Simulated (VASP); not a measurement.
A run of VASP 6.6.1:

INCAR

```
  PREC = Accurate
  ENCUT = 570
  EDIFF = 1E-6
  ISMEAR = 0
  SIGMA = 0.1
  LREAL = False
  LASPH = True
  NELM = 120
  ALGO = Normal
  ISIF = 2
  LWAVE = False
  LCHARG = False
  GGA = PS
  NBANDS = 26
  GGA_COMPAT = False
```

KPOINTS

```
regular mesh
0
Gamma
  14 14 12
```

The input POSCAR:

```
HgPt
1.0
    2.8475205996      0.0000000000      0.0000000000
    0.0000000000      2.8475205996      0.0000000000
    0.0000000000      0.0000000000      3.7243489260
Hg Pt
1 1
Direct
    0.0000000000      0.0000000000      0.0000000000
    0.5000000000      0.5000000000      0.5000000000
```

Potentials or basis: VASP PAW PBE potentials, release 64 (Hg_sv_GW, Pt_sv_GW).

The run is started by

```sh
$ cat potpaw_PBE.64/Hg_sv_GW/POTCAR potpaw_PBE.64/Pt_sv_GW/POTCAR > POTCAR
$ mpirun -np 1 vasp_std > vasp.out
```

Hardware: 1 thread of Intel(R) Xeon(R) 6975P-C (Granite Rapids), on a shared host.

Task: How long does it take, and how much memory?

Result: Run time: 72 s on 1 thread of Intel(R) Xeon(R) 6975P-C (Granite Rapids), with other jobs on the host, peak memory 0.38 GiB. Counts: scf iterations 13, k points 252.
